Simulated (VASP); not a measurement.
A run of VASP 6.6.1 is set up as follows.

INCAR

```
PREC = Accurate
ENCUT = 520
EDIFF = 1E-7
ISMEAR = -1
SIGMA = 0.05
LREAL = False
LASPH = True
NELM = 150
ALGO = Normal
ISIF = 2
LWAVE = False
LCHARG = False
ISPIN = 2
MAGMOM = 3 0
LORBIT = 11
LMAXMIX = 4
GGA = CA
NBANDS = 16
```

Contents of KPOINTS:

```
regular mesh
0
Gamma
  9 9 9
```

POSCAR

```
AlFe
1.0
    2.9482938651      0.0000000000      0.0000000000
    0.0000000000      2.9482938651      0.0000000000
    0.0000000000      0.0000000000      2.9482938651
Fe Al
1 1
Direct
    0.5000000000      0.5000000000      0.5000000000
    0.0000000000      0.0000000000      0.0000000000
```

Potentials or basis: VASP PAW LDA potentials, release 64 (Fe, Al).

Run with:

```sh
$ cat potpaw_LDA.64/Fe/POTCAR potpaw_LDA.64/Al/POTCAR > POTCAR
$ mpirun -np 1 vasp_std > vasp.out
```

(1) Estimate the pressure.

(2) Predict the site moments.

Results:

(1) -20.9 GPa.

(2) Fe +0.66; Al -0.02 μB.
